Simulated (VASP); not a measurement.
Input of a VASP 6.6.1 run:

Contents of INCAR:

```
ALGO = Normal
EDIFF = 1E-7
ENCUT = 520
GGA = PE
ISIF = 2
ISMEAR = 1
IVDW = 12
LASPH = True
LCHARG = False
LREAL = False
LWAVE = False
NBANDS = 16
NELM = 100
PREC = Accurate
SIGMA = 0.05
```

The input KPOINTS:

```
k-points
0
Gamma
  12 12 4
```

File POSCAR:

```
BN
1.0
    2.5061127838      0.0000000000      0.0000000000
   -1.2530563919      2.1703573356      0.0000000000
    0.0000000000      0.0000000000      6.5923998870
B N
2 2
Direct
   -0.0674759737     -0.0196741796      0.5000000000
    0.3876002963      0.6597229485      0.0000000000
    0.0601398039      0.0053584693      0.0000000000
    0.6167210090      0.3485174124      0.5000000000
```

Potentials or basis: VASP PAW PBE potentials, release 64 (B, N).

Run with:

```sh
$ cat potpaw_PBE.64/B/POTCAR potpaw_PBE.64/N/POTCAR > POTCAR
$ mpirun -np 1 vasp_std > vasp.out
```

**Question.** Predict the band gap on the k mesh.

**Answer.** 4.06 eV (least direct gap 4.34 eV).

**Question.** Estimate the dispersion energy per atom.

**Answer.** -0.142 eV.

**Question.** Predict the largest force.

**Answer.** 3.487 eV/Å.

**Question.** What does it give for the pressure?

**Answer.** 1.4 GPa.

Forces in eV/Å, atoms in the order of the input:
```
B    0.016  3.487  0.000
B   -0.013  1.143  0.000
N   -0.011 -1.152  0.000
N    0.008 -3.478  0.000
```

Caveat: the cell differs from its parent crystal (atoms displaced along a vibrational mode); forces of over 1 eV/Å act on the atoms, so gaps and moduli don't describe the material at rest. A k mesh can miss the band edges.
